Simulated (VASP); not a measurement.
# LiPS3 (Cm) in VASP: single point with PBE

Aim: the single point of LiPS3 with PBE.

Everything below comes from runs of VASP 6.6.1. Logs are shortened: lines on timing, memory, paths and dates and some standing lists are left out, and cuts for length are marked.

### 1 The cell of the first run

It takes space group Cm (No. 8, monoclinic). The conventional cell has a = 8.060 Å, b = 6.876 Å, c = 5.445 Å, α = 90.00°, β = 95.01°, γ = 90.00°. Within 3.4 Å of Li (site symmetry m) lie 4 S at 2.57 to 2.74 Å and 1 P at 3.02 Å. P (site symmetry m) has 3 S at 1.92 to 1.99 Å within 2.5 Å. S (site symmetry 1) has 1 P at 1.99 Å and 1 Li at 2.57 Å within 2.6 Å. S (site symmetry m) has 1 P at 1.92 Å within 2.5 Å.

The cell was built from a structure type or drawn by symmetry, and may not be a known phase.

### 2 Single point, PBE

Input file INCAR:

```
ALGO = Normal
EDIFF = 1E-6
ENCUT = 750
GGA = PE
GGA_COMPAT = F
ISIF = 2
ISMEAR = 0
LASPH = T
LCHARG = F
LREAL = F
LWAVE = F
NBANDS = 21
NELM = 120
PREC = Accurate
SIGMA = 0.1
```

Input file KPOINTS:

```
k-points
0
Gamma
  4 4 4
```

Input file POSCAR:

```
LiPS3
1.0
    4.0301340328     -3.4378199799      0.0000000000
    4.0301340328      3.4378199799      0.0000000000
   -0.4755656528      0.0000000000      5.4243808447
Li P S
1 1 3
Direct
    0.0096547247      0.0096547247      0.5915019795
    0.3776444814      0.3776444814      0.7523672782
    0.0398844889      0.5212210475      0.5951139236
    0.5412902774      0.5412902774      0.0300337951
    0.5212210475      0.0398844889      0.5951139236
```

Potentials or basis: VASP PAW PBE potentials, release 64 (Li_sv, P, S).

On the command line:

```
$ cat potpaw_PBE.64/Li_sv/POTCAR potpaw_PBE.64/P/POTCAR potpaw_PBE.64/S/POTCAR > POTCAR
$ mpirun -np 1 vasp_std > vasp.out
```

OUTCAR:

```text
EDIFF = 1E-6
   ENCUT = 750
   GGA = PE
   ISIF = 2
   ISMEAR = 0
   LASPH = T
   LREAL = F
   NELM = 120
   PREC = Accurate

 ion  position               nearest neighbor table
   1  0.010  0.010  0.592-   3 2.57   5 2.57
   2  0.378  0.378  0.752-   4 1.92   3 1.99   5 1.99
   3  0.040  0.521  0.595-   2 1.99   1 2.57
   4  0.541  0.541  0.030-   2 1.92
   5  0.521  0.040  0.595-   2 1.99   1 2.57

  LATTYP: Found a base centered monoclinic cell.
 ALAT       =     8.0602680656
 B/A-ratio  =     0.8530286963
 C/A-ratio  =     0.6755591453
 COS(beta)  =    -0.0873368688

  Lattice vectors:

 A1 = (   4.0301340328,  -3.4378199799,   0.0000000000)
 A2 = (   4.0301340328,   3.4378199799,   0.0000000000)
 A3 = (  -0.4755656528,   0.0000000000,   5.4243808447)

Analysis of symmetry for initial positions (statically):
=====================================================================
 Subroutine PRICEL returns:
 Original cell was already a primitive cell.

 Routine SETGRP: Setting up the symmetry group for a
 base centered monoclinic supercell.

 Subroutine GETGRP returns: Found  2 space group operations
 (whereof  2 operations were pure point group operations)
 out of a pool of  4 trial point group operations.

The static configuration has the point symmetry C_1h.

Analysis of symmetry for dynamics (positions and initial velocities):
=====================================================================
 Subroutine PRICEL returns:
 Original cell was already a primitive cell.

 Routine SETGRP: Setting up the symmetry group for a
 base centered monoclinic supercell.

 Subroutine GETGRP returns: Found  2 space group operations
 (whereof  2 operations were pure point group operations)
 out of a pool of  4 trial point group operations.

The dynamic configuration has the point symmetry C_1h.

 Subroutine INISYM returns: Found  2 space group operations
 (whereof  2 operations are pure point group operations),
 and found     1 'primitive' translations

----------------------------------------------------------------------------------------

                                     Primitive cell

[... 90 lines left out ...]
   LNONCOLLINEAR =      F non collinear calculations
   LSORBIT =      F    spin-orbit coupling
   LASPH  =      T    aspherical Exc in radial PAW
   ENCUT  =  750.0 eV  55.12 Ry    7.42 a.u.  11.83 11.83 12.16*2*pi/ulx,y,z
   NELM   =    120;   NELMIN=  2; NELMDL= -5     # of ELM steps
   EDIFF  = 0.1E-05   stopping-criterion for ELM
   LREAL  =      F    real-space projection
   EDIFFG = 0.1E-04   stopping-criterion for IOM
   NSW    =      0    number of steps for IOM
   IBRION =     -1    ionic relax: 0-MD 1-quasi-New 2-CG
   NFREE  =      0    steps in history (QN), initial steepest desc. (CG)
   ISIF   =      2    stress and relaxation
   ISYM   =      2    0-nonsym 1-usesym 2-fastsym
   POTIM  = 0.5000    time-step for ionic-motion
   TEBEG  =    0.0;   TEEND  =   0.0 temperature during run
   PSTRESS=    0.0 pullay stress
   NELECT =      26.0000    total number of electrons
   NUPDOWN=      -1.0000    fix difference up-down
   EMIN   =  10.00;   EMAX   =-10.00  energy-range for DOS
   EFERMI =   0.00;   METHOD = LEGACY
   ISMEAR =     0;   SIGMA  =   0.10  broadening in eV -4-tet -1-fermi 0-gaus
   EFERMI_NEDOS =   21; number of points for ismear=-14 and -15
   IALGO  =     38    algorithm
   IMIX   =      4    mixing-type and parameters
     AMIX     =   0.40;   BMIX     =  1.00
     AMIX_MAG =   1.60;   BMIX_MAG =  1.00
  volume/ion in A,a.u.               =      30.06       202.87
  Fermi-wavevector in a.u.,A,eV,Ry     =   0.912161  1.723735 11.320570  0.832038
  Thomas-Fermi vector in A             =   2.036525
   LORBIT       =      0    0 simple, 1 ext, 2 COOP (PROOUT), +10 PAW based schemes
   GGA     = PE    functional components
   LHFCALC =     F    Hartree Fock is set to
   AEXX    =    0.0000 exact exchange contribution
   IVDW    =     0    specifies the selected vdW correction
   LEPSILON=     F    determine dielectric tensor
   LRPA    =     F    only Hartree local field effects (RPA)
 non-spin polarized calculation
 Gauss-broadening in eV      SIGMA  =   0.10
  energy-cutoff  :      750.00
  volume of cell :      150.31
 maximum number of plane-waves:      7026
   NGX = 23   NGY = 23   NGZ = 25

 number of electron      26.0000001 magnetization

 Free energy of the ion-electron system (eV)
  ---------------------------------------------------
  ext. energy  EPLUGINS =         0.00000000
  ---------------------------------------------------
  free energy    TOTEN  =       -21.82510603 eV

  energy without entropy =      -21.82510603  energy(sigma->0) =      -21.82510603

 E-fermi :   0.9419     XC(G=0):  -6.9282

 val. band max:        0.3466023076   @ k =   0.5000   0.5000   0.5000
 cond. band min:       1.8076109072   @ k =   0.5000   0.5000   0.5000
 fundamental gap:      1.4610085996
 Fermi energy:         0.9419133189

 k-point     1 :       0.0000    0.0000    0.0000
  band No.  band energies     occupation
      1     -45.6896      2.00000
      2     -14.7259      2.00000
      3     -12.0302      2.00000
      4     -11.8572      2.00000
      5      -7.5339      2.00000
      6      -4.3031      2.00000
[... 565 lines left out ...]
     20       7.0498      0.00000
     21       7.6342      0.00000

------------------------ aborting loop because EDIFF is reached ----------------------------------------

  FORCE on cell =-STRESS in cart. coord.  units (eV):
  Direction    XX          YY          ZZ          XY          YZ          ZX
  --------------------------------------------------------------------------------------
  -------------------------------------------------------------------------------------
  Total       -0.1023982     -0.7817426      0.0395393      0.0000000      0.0000000     -0.2182575
  in kB       -1.0914909     -8.3328115      0.4214608      0.0000000      0.0000000     -2.3264672
  external PRESSURE =      -3.0009472 kB  Pullay stress =       0.0000000 kB

 VOLUME and BASIS-vectors are now :
 -----------------------------------------------------------------------------
  energy-cutoff  :      750.00
  volume of cell :      150.31
      direct lattice vectors                 reciprocal lattice vectors
     4.030134033 -3.437819980  0.000000000     0.124065353 -0.145441007  0.010877042
     4.030134033  3.437819980  0.000000000     0.124065353  0.145441007  0.010877042
    -0.475565653  0.000000000  5.424380845     0.000000000  0.000000000  0.184352837

 POSITION                                       TOTAL-FORCE (eV/Angst)
 -----------------------------------------------------------------------------------
     -0.20348      0.00000      3.20853         0.056752      0.000000      0.021980
      2.68612      0.00000      4.08113        -0.034707      0.000000     -0.313538
      1.97831      1.65475      3.22812         0.018836     -0.288314      0.151185
      4.34866      0.00000      0.16291        -0.059717      0.000000     -0.010812
      1.97831     -1.65475      3.22812         0.018836      0.288314      0.151185
 -----------------------------------------------------------------------------------
    total drift:                                0.000146     -0.000000      0.000055

  FREE ENERGIE OF THE ION-ELECTRON SYSTEM (eV)
  ---------------------------------------------------
  free  energy   TOTEN  =       -21.8251060280 eV

  energy  without entropy=      -21.8251060280  energy(sigma->0) =      -21.82510603
```

Run time: 62 s. Hardware: 1 thread of Intel Xeon 6975P-C (Granite Rapids), shared host; peak memory 0.38 GiB.

Results:

| Quantity | Value |
| --- | --- |
| Free energy | -21.8251 eV |
| Pressure | -0.3 GPa |
| Largest force | 0.326 eV/Å |
| Band gap on the k mesh | 1.46 eV |

Forces in eV/Å, atoms in the order of the input:
```
Li   0.057  0.000  0.022
P   -0.035  0.000 -0.314
S    0.019 -0.288  0.151
S   -0.060  0.000 -0.011
S    0.019  0.288  0.151
```
